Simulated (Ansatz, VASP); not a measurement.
**Te2Mo: VASP beside Ansatz**

INCAR

```
SYSTEM = Te2Mo
PREC = Accurate
ENCUT = 520
EDIFF = 1E-7
ISMEAR = 1
SIGMA = 0.1
LREAL = .FALSE.
LASPH = .TRUE.
NELM = 60
ALGO = Normal
ISIF = 2
LWAVE = .FALSE.
LCHARG = .FALSE.
GGA = PS
NBANDS = 35
```

The input KPOINTS:

```
Automatic mesh
0
G
  7 7 2
  0 0 0
```

POSCAR

```
Te2Mo
1.0
    3.5182000000      0.0000000000      0.0000000000
   -1.7591000000      3.0468510000      0.0000000000
    0.0000000000      0.0000000000     13.9736000000
Te Mo
4 2
Direct
    0.3333333333      0.6666666667      0.6210000000
    0.6666666667      0.3333333333      0.1210000000
    0.3333333333      0.6666666667      0.8790000000
    0.6666666667      0.3333333333      0.3790000000
    0.3333333333      0.6666666667      0.2500000000
    0.6666666667      0.3333333333      0.7500000000
```

Input for Ansatz:

```yaml
crystal:
  lattice:
    - [3.5182, 0.0, 0.0]
    - [-1.7591, 3.046851, 0.0]
    - [0.0, 0.0, 13.9736]
  atoms:
    - { symbol: Te, position: [0.3333333333333333, 0.6666666666666666, 0.621] }
    - { symbol: Te, position: [0.6666666666666666, 0.3333333333333333, 0.121] }
    - { symbol: Te, position: [0.3333333333333333, 0.6666666666666666, 0.879] }
    - { symbol: Te, position: [0.6666666666666666, 0.3333333333333333, 0.379] }
    - { symbol: Mo, position: [0.3333333333333333, 0.6666666666666666, 0.25] }
    - { symbol: Mo, position: [0.6666666666666666, 0.3333333333333333, 0.75] }
basis:
  ecutwfc: 550.0
kpoints:
  mp_grid:
    grid: [7, 7, 2]
hamiltonian:
  xc: pbesol
  pseudopotentials:
    kind: paw
scf:
  occupations:
    method: methfessel_paxton
    width: 0.1
output:
  forces: true
  stress: true
```

Alike in both runs: task single point; functional PBEsol; k mesh 7 × 7 × 2; occupations methfessel-paxton of order 1, width 0.1 eV; no spin polarisation.

|  | VASP | Ansatz |
| --- | --- | --- |
| version | VASP 6.6.1 | Ansatz 0.2.0 |
| potentials or method | VASP PAW PBE potentials, release 64 (Te, Mo_sv), cutoff 520 eV | plane waves, PAW |
| valence electrons in the cell | 52 | 92 |

```tsv
	VASP	Ansatz	Ansatz less VASP
pressure (GPa)	-1.0	-1.1	-0.13
traceless stress, the component that is largest in VASP (GPa)	0.48	0.40	-0.076
rms of the force components (eV/Å)	0.029	0.043	+0.0141
```

VASP's potentials were made for PBE, not for PBEsol. Atom by atom the forces differ by 0.014 eV/Å (rms over components). VASP's potentials hold 52 valence electrons a cell and Ansatz's 92, so a difference there can come from the potentials and not from the codes.

Neither program's run includes spin-orbit coupling.
